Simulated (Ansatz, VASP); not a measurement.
## Ta in VASP and in Ansatz

INCAR

```
PREC     = Accurate       # precision mode
ENCUT    = 520            # plane-wave cutoff, eV
EDIFF    = 1E-6           # SCF threshold, eV
ISMEAR   = 1              # smearing method
SIGMA    = 0.1            # smearing width, eV
LREAL    = F              # projectors in reciprocal space
LASPH    = T              # aspherical terms in the spheres
NELM     = 100            # most SCF steps
ALGO     = Normal         # electronic algorithm
ISIF     = 2              # what is computed and relaxed
LWAVE    = F              # write WAVECAR
LCHARG   = F              # write CHGCAR
NBANDS   = 18             # bands
```

Contents of KPOINTS:

```
regular mesh
0
Gamma
  11 11 6
```

File POSCAR:

```
Ta
1.0
    2.8611729786      0.0000000000      0.0000000000
   -1.4305864893      2.4778486494      0.0000000000
    0.0000000000      0.0000000000      5.0964509272
Ta
2
Direct
    0.6666666667      0.3333333333      0.7500000000
    0.3333333333      0.6666666667      0.2500000000
```

Input for Ansatz:

```yaml
crystal:
  lattice:
    - [2.8611729785800057, 0.0, 0.0]
    - [-1.4305864892900029, 2.477848649381991, 0.0]
    - [0.0, 0.0, 5.09645092723983]
  atoms:
    - { symbol: Ta, position: [0.6666666666666666, 0.3333333333333333, 0.75] }
    - { symbol: Ta, position: [0.3333333333333333, 0.6666666666666666, 0.25] }
basis:
  ecutwfc: 571.4391111657479
kpoints:
  mp_grid:
    grid: [11, 11, 6]
hamiltonian:
  xc: lda
scf:
  occupations:
    method: cold
    width: 0.1
output:
  stress: true
```

Alike in both runs: task single point; functional LDA; k mesh 11 × 11 × 6; no spin polarisation.

```csv
,VASP,Ansatz
version,VASP 6.6.1,Ansatz 0.2.0
potentials or method,"VASP PAW LDA potentials, release 64 (Ta_pv), cutoff 520 eV","plane waves, PAW"
occupations,"methfessel-paxton of order 1, width 0.1 eV","cold, width 0.1 eV"
valence electrons in the cell,22,26
```

|  | VASP | Ansatz | Ansatz less VASP |
| --- | --- | --- | --- |
| pressure (GPa) | -3.6 | -4.3 | -0.72 |
| traceless stress, the component that is largest in VASP (GPa) | 0.70 | 0.53 | -0.168 |

LDA's correlation is that of Perdew and Zunger in VASP and of Perdew and Wang (1992) in Ansatz. VASP's potentials hold 22 valence electrons a cell and Ansatz's 26, so a difference there can come from the potentials and not from the codes.

Spin-orbit coupling is off throughout.
